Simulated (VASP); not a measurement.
# TiCo2 (Fd-3m) in VASP: vibrations by perturbation theory with LDA

Aim: the vibrations by perturbation theory of TiCo2 with LDA.

All numbers are computed with VASP 6.6.1; they aren't measurements. Logs are shortened: lines on timing, memory, paths and dates and some standing lists are left out, and cuts for length are marked.

## 1. The cell of the first run

The structure is cubic, space group Fd-3m (No. 227). Conventional cell: a = 6.478 Å, b = 6.478 Å, c = 6.478 Å, α = 90.00°, β = 90.00°, γ = 90.00°. Ti (site symmetry -43m) has 12 Co at 2.69 Å and 4 Ti at 2.80 Å within 3.5 Å. Within 3.0 Å of Co (site symmetry -3m) lie 6 Co at 2.29 Å and 6 Ti at 2.69 Å.

## 2. Vibrations by perturbation theory, LDA

Contents of INCAR:

```
  PREC = Accurate
  ENCUT = 520
  EDIFF = 1E-8
  ISMEAR = -1
  SIGMA = 0.15
  LREAL = False
  LASPH = True
  NELM = 100
  ALGO = Normal
  ISIF = 2
  LWAVE = False
  LCHARG = False
  NBANDS = 39
  IBRION = 8
  NSW = 1
```

Contents of KPOINTS:

```
regular mesh
0
Gamma
  10 10 10
```

Contents of POSCAR:

```
TiCo2
1.0
    0.0000000000      3.2388287247      3.2388287247
    3.2388287247      0.0000000000      3.2388287247
    3.2388287247      3.2388287247      0.0000000000
Ti Co
2 4
Direct
    0.5000000000      0.5000000000      0.5000000000
    0.7500000000      0.7500000000      0.7500000000
    0.1250000000      0.1250000000      0.1250000000
    0.6250000000      0.1250000000      0.1250000000
    0.1250000000      0.1250000000      0.6250000000
    0.1250000000      0.6250000000      0.1250000000
```

Potentials or basis: VASP PAW LDA potentials, release 64 (Ti_sv, Co).

Run with:

```sh
> cat potpaw_LDA.64/Ti_sv/POTCAR potpaw_LDA.64/Co/POTCAR > POTCAR
> mpirun -np 1 vasp_std > vasp.out
```

OUTCAR:

```text
PREC = Accurate
   ENCUT = 520
   EDIFF = 1E-8
   ISMEAR = -1
   LREAL = False
   LASPH = True
   NELM = 100
   ISIF = 2
   IBRION = 8
   NSW = 1

 ion  position               nearest neighbor table
   1  0.500  0.500  0.500-   3 2.69   5 2.69   6 2.69   3 2.69   4 2.69   5 2.69   3 2.69   4 2.69
                             6 2.69   4 2.69   5 2.69   6 2.69   2 2.80   2 2.80   2 2.80   2 2.80
   2  0.750  0.750  0.750-   4 2.69   5 2.69   6 2.69   3 2.69   4 2.69   6 2.69   3 2.69   4 2.69
                             5 2.69   3 2.69   5 2.69   6 2.69   1 2.80   1 2.80   1 2.80   1 2.80
   3  0.125  0.125  0.125-   4 2.29   5 2.29   6 2.29   5 2.29   6 2.29   4 2.29   1 2.69   2 2.69
                             1 2.69   2 2.69   1 2.69   2 2.69
   4  0.625  0.125  0.125-   3 2.29   5 2.29   6 2.29   3 2.29   5 2.29   6 2.29   2 2.69   1 2.69
                             1 2.69   2 2.69   2 2.69   1 2.69
   5  0.125  0.125  0.625-   3 2.29   3 2.29   4 2.29   6 2.29   6 2.29   4 2.29   1 2.69   2 2.69
                             1 2.69   2 2.69   1 2.69   2 2.69
   6  0.125  0.625  0.125-   3 2.29   5 2.29   3 2.29   4 2.29   5 2.29   4 2.29   2 2.69   1 2.69
                             2 2.69   2 2.69   1 2.69   1 2.69

  LATTYP: Found a face centered cubic cell.
 ALAT       =     6.4776574494

  Lattice vectors:

 A1 = (   0.0000000000,   3.2388287247,   3.2388287247)
 A2 = (   3.2388287247,   0.0000000000,   3.2388287247)
 A3 = (   3.2388287247,   3.2388287247,   0.0000000000)

Analysis of symmetry for initial positions (statically):
=====================================================================
 Subroutine PRICEL returns:
 Original cell was already a primitive cell.

 Routine SETGRP: Setting up the symmetry group for a
 face centered cubic supercell.

 Subroutine GETGRP returns: Found 48 space group operations
 (whereof 24 operations were pure point group operations)
 out of a pool of 48 trial point group operations.

The static configuration has the point symmetry T_d .
 The point group associated with its full space group is O_h .

Analysis of symmetry for dynamics (positions and initial velocities):
=====================================================================
 Subroutine PRICEL returns:
 Original cell was already a primitive cell.

 Routine SETGRP: Setting up the symmetry group for a
 face centered cubic supercell.

 Subroutine GETGRP returns: Found 48 space group operations
 (whereof 24 operations were pure point group operations)
 out of a pool of 48 trial point group operations.

[... 1188 lines left out ...]
  energy-cutoff  :      520.00
  volume of cell :       67.95
      direct lattice vectors                 reciprocal lattice vectors
     0.000000000  3.238828725  3.238828725    -0.154376796  0.154376796  0.154376796
     3.238828725  0.000000000  3.238828725     0.154376796 -0.154376796  0.154376796
     3.238828725  3.238828725  0.000000000     0.154376796  0.154376796 -0.154376796

 POSITION                                       TOTAL-FORCE (eV/Angst)
 -----------------------------------------------------------------------------------
      3.23883      3.23883      3.23883         0.000000      0.000000      0.000000
      4.85824      4.85824      4.85824        -0.000000     -0.000000     -0.000000
      0.80971      0.80971      0.80971        -0.000000     -0.000000      0.000000
      0.80971      2.42912      2.42912        -0.000000      0.000000      0.000000
      2.42912      2.42912      0.80971        -0.000000     -0.000000      0.000000
      2.42912      0.80971      2.42912        -0.000000      0.000000      0.000000
 -----------------------------------------------------------------------------------
    total drift:                                0.000000      0.000000      0.000000

  FREE ENERGIE OF THE ION-ELECTRON SYSTEM (eV)
  ---------------------------------------------------
  free  energy   TOTEN  =       -52.3831618030 eV

  energy  without entropy=      -51.7998607298  energy(sigma->0) =      -52.09151127

[... ionic steps 2 to 9 ...]

--------------------------------------- Ionic step       10  -------------------------------------------

 Free energy of the ion-electron system (eV)
  ---------------------------------------------------
  ---------------------------------------------------
  free energy    TOTEN  =        -0.17154446 eV

  energy without entropy =       -0.17154440

------------------------ aborting loop because EDIFF is reached ----------------------------------------

 INTERNAL STRAIN TENSOR  FOR ION    3  DIRECTION 1   (eV/Angst):
 -----------------------------------------------------------------------------
    -0.00297  0.00193  0.00193
     0.00199  0.01099  0.00700
     0.00199  0.00700  0.01099

 INTERNAL STRAIN TENSOR FOR ION    6 for displacements in x,y,z  (eV/Angst):
          X           Y           Z          XY          YZ          ZX
  --------------------------------------------------------------------------------
  x    -0.00000     0.00000     0.00000    -0.00000    -0.00000    -0.00000
  y    -0.00000     0.00000    -0.00000    -0.00000     0.00000    -0.00000
  z     0.00000     0.00000    -0.00000    -0.00000     0.00000     0.00000

 SECOND DERIVATIVES (NOT SYMMETRIZED)
 ------------------------------------
               1X          1Y          1Z          2X          2Y          2Z          3X          3Y          3Z          4X          4Y          4Z          5X          5Y          5Z          6X          6Y          6Z
  1X    -7.232632    0.000000    0.000000    3.404064    0.000000    0.000000    0.957142   -0.575679   -0.575679    0.957142    0.575679    0.575679    0.957142   -0.575679    0.575679    0.957142    0.575679   -0.575679
  1Y     0.000000   -7.232632    0.000000    0.000000    3.404064    0.000000   -0.575679    0.957142   -0.575679    0.575679    0.957142   -0.575679   -0.575679    0.957142    0.575679    0.575679    0.957142    0.575679
  1Z     0.000000    0.000000   -7.232632    0.000000    0.000000    3.404064   -0.575679   -0.575679    0.957142    0.575679   -0.575679    0.957142    0.575679    0.575679    0.957142   -0.575679    0.575679    0.957142
  2X     3.404064    0.000000    0.000000   -7.232632    0.000000    0.000000    0.957142   -0.575679   -0.575679    0.957142    0.575679    0.575679    0.957142   -0.575679    0.575679    0.957142    0.575679   -0.575679
  2Y     0.000000    3.404064    0.000000    0.000000   -7.232632    0.000000   -0.575679    0.957142   -0.575679    0.575679    0.957142   -0.575679   -0.575679    0.957142    0.575679    0.575679    0.957142    0.575679
  2Z     0.000000    0.000000    3.404064    0.000000    0.000000   -7.232632   -0.575679   -0.575679    0.957142    0.575679   -0.575679    0.957142    0.575679    0.575679    0.957142   -0.575679    0.575679    0.957142
  3X     0.954300   -0.574234   -0.574234    0.954300   -0.574234   -0.574234  -10.408435   -4.272357   -4.272357    0.038881   -0.392732   -0.392732    4.230477    5.421049    0.392509    4.230477    0.392509    5.421049
  3Y    -0.574234    0.954300   -0.574234   -0.574234    0.954300   -0.574234   -4.272357  -10.408435   -4.272357    0.392509    4.230477    5.421049    5.421049    4.230477    0.392509   -0.392732    0.038881   -0.392732
  3Z    -0.574234   -0.574234    0.954300   -0.574234   -0.574234    0.954300   -4.272357   -4.272357  -10.408435    0.392509    5.421049    4.230477   -0.392732   -0.392732    0.038881    5.421049    0.392509    4.230477
  4X     0.954300    0.574234    0.574234    0.954300    0.574234    0.574234    0.038881    0.392732    0.392732  -10.408435    4.272357    4.272357    4.230477   -0.392509   -5.421049    4.230477   -5.421049   -0.392509
  4Y     0.574234    0.954300   -0.574234    0.574234    0.954300   -0.574234   -0.392509    4.230477    5.421049    4.272357  -10.408435   -4.272357    0.392732    0.038881   -0.392732   -5.421049    4.230477    0.392509
  4Z     0.574234   -0.574234    0.954300    0.574234   -0.574234    0.954300   -0.392509    5.421049    4.230477    4.272357   -4.272357  -10.408435   -5.421049    0.392509    4.230477    0.392732   -0.392732    0.038881
  5X     0.954300   -0.574234    0.574234    0.954300   -0.574234    0.574234    4.230477    5.421049   -0.392509    4.230477    0.392509   -5.421049  -10.408435   -4.272357    4.272357    0.038881   -0.392732    0.392732
  5Y    -0.574234    0.954300    0.574234   -0.574234    0.954300    0.574234    5.421049    4.230477   -0.392509   -0.392732    0.038881    0.392732   -4.272357  -10.408435    4.272357    0.392509    4.230477   -5.421049
  5Z     0.574234    0.574234    0.954300    0.574234    0.574234    0.954300    0.392732    0.392732    0.038881   -5.421049   -0.392509    4.230477    4.272357    4.272357  -10.408435   -0.392509   -5.421049    4.230477
  6X     0.954300    0.574234   -0.574234    0.954300    0.574234   -0.574234    4.230477   -0.392509    5.421049    4.230477   -5.421049    0.392509    0.038881    0.392732   -0.392732  -10.408435    4.272357   -4.272357
  6Y     0.574234    0.954300    0.574234    0.574234    0.954300    0.574234    0.392732    0.038881    0.392732   -5.421049    4.230477   -0.392509   -0.392509    4.230477   -5.421049    4.272357  -10.408435    4.272357
  6Z    -0.574234    0.574234    0.954300   -0.574234    0.574234    0.954300    5.421049   -0.392509    4.230477   -0.392732    0.392732    0.038881    0.392509   -5.421049    4.230477   -4.272357    4.272357  -10.408435

 Eigenvectors and eigenvalues of the dynamical matrix
 ----------------------------------------------------

   1 f  =   12.327917 THz    77.458589 2PiTHz  411.215061 cm-1    50.984147 meV
             X         Y         Z           dx          dy          dz
      3.238829  3.238829  3.238829    -0.000000    0.000000   -0.000000
      4.858243  4.858243  4.858243    -0.000000    0.000000   -0.000000
      0.809707  0.809707  0.809707    -0.288675   -0.288675   -0.288675
      0.809707  2.429122  2.429122    -0.288675    0.288675    0.288675
      2.429122  2.429122  0.809707     0.288675    0.288675   -0.288675
      2.429122  0.809707  2.429122     0.288675   -0.288675    0.288675
[... 145 lines left out ...]
  18 f/i=    0.360468 THz     2.264884 2PiTHz   12.023903 cm-1     1.490773 meV
             X         Y         Z           dx          dy          dz
      3.238829  3.238829  3.238829    -0.000000    0.000000   -0.000000
      4.858243  4.858243  4.858243    -0.000000    0.000000   -0.000000
      0.809707  0.809707  0.809707     0.300019   -0.286883   -0.013136
      0.809707  2.429122  2.429122    -0.300019    0.195625   -0.495644
      2.429122  2.429122  0.809707     0.208761   -0.195625    0.013136
      2.429122  0.809707  2.429122    -0.208761    0.286883    0.495644

--------------------------------------------------------------------------------------------------------

 ELASTIC MODULI CONTR FROM IONIC RELAXATION (kBar)
 Direction    XX          YY          ZZ          XY          YZ          ZX
 --------------------------------------------------------------------------------
 XX          -0.0000      0.0000      0.0000      0.0000     -0.0000      0.0000
 YY           0.0000     -0.0000      0.0000      0.0000      0.0000     -0.0000
 ZZ           0.0000      0.0000     -0.0000     -0.0000      0.0000      0.0000
 XY           0.0000      0.0000     -0.0000    -30.8480     -0.0000     -0.0000
 YZ          -0.0000      0.0000      0.0000     -0.0000    -30.8480     -0.0000
 ZX           0.0000     -0.0000      0.0000     -0.0000     -0.0000    -30.8480
 --------------------------------------------------------------------------------
```

Run time: 2.1 h. Hardware: 1 thread of Oxide Virtual Turin-like, shared host; peak memory 1.3 GiB.

What came out:

```yaml
Highest_phonon_frequency_at_Γ: 411 cm⁻¹
```

Phonon frequencies in cm⁻¹ (negative: imaginary):
```
              q point                                                        frequencies
(0.000, 0.000, 0.000)  -12 -12 -12 0 0 0 166 166 166 214 214 246 246 246 315 315 315 411
```

Caveat: the cell stands under pressure or tension, which shifts response properties; some modes are imaginary; the run has no spin polarisation, though such a crystal can be magnetic. Spin polarisation is off, so any magnetic state and its effect on volume and gap are missing.
